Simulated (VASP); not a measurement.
A run of VASP 6.6.1 is set up as follows.

Contents of POSCAR:

```
Mg2Si
1.0
    0.0000000000      3.1011545802      3.1689705500
    3.1011545802      0.0000000000      3.1689705500
    3.1011545802      3.1011545802      0.0000000000
Mg Si
2 1
Direct
    0.2500000000      0.2500000000      0.2500000000
    0.7500000000      0.7500000000      0.7500000000
    0.0000000000      0.0000000000      0.0000000000
```

File INCAR.step1:

```
SYSTEM = Mg2Si
PREC = Accurate
ENCUT = 520
EDIFF = 1E-5
ISMEAR = -1
SIGMA = 0.02
LREAL = .FALSE.
LASPH = .TRUE.
NELM = 120
ALGO = Normal
ISIF = 2
LWAVE = .TRUE.
NBANDS = 11
GGA = PE
GGA_COMPAT = .FALSE.
```

File INCAR.step2:

```
SYSTEM = Mg2Si
PREC = Accurate
ENCUT = 520
EDIFF = 1E-6
ISMEAR = -1
SIGMA = 0.02
LREAL = .FALSE.
LASPH = .TRUE.
NELM = 120
ALGO = Normal
ISIF = 2
LWAVE = .FALSE.
LCHARG = .TRUE.
GGA = PE
LHFCALC = .TRUE.
HFSCREEN = 0.2079
PRECFOCK = Normal
LELF = .TRUE.
LVHAR = .TRUE.
NBANDS = 11
ISTART = 1
GGA_COMPAT = .FALSE.
```

Contents of KPOINTS:

```
regular mesh
0
G
  6 6 6
  0 0 0
```

Potentials or basis: VASP PAW PBE potentials, release 64 (Mg, Si).

The run is started by

```bash
$ cat potpaw_PBE.64/Mg/POTCAR potpaw_PBE.64/Si/POTCAR > POTCAR
$ cp INCAR.step1 INCAR
$ mpirun -np 1 vasp_std > vasp.out
$ cp INCAR.step2 INCAR
$ mpirun -np 1 vasp_std > vasp.out
```

Task: Predict the pressure.

Result: 2.5 GPa.

Task: Estimate the band gap on the k mesh.

Result: 0.45 eV (least direct gap 2.71 eV).

Stress tensor (GPa, compression positive):
```
3.27 0.00 0.00
0.00 3.27 0.00
0.00 0.00 0.92
```

Caveat: the cell differs from its parent crystal (biaxial xy strain -2.1%); the PAW data sets were made with another functional, which shifts forces and pressure a little. A k mesh can miss the band edges.
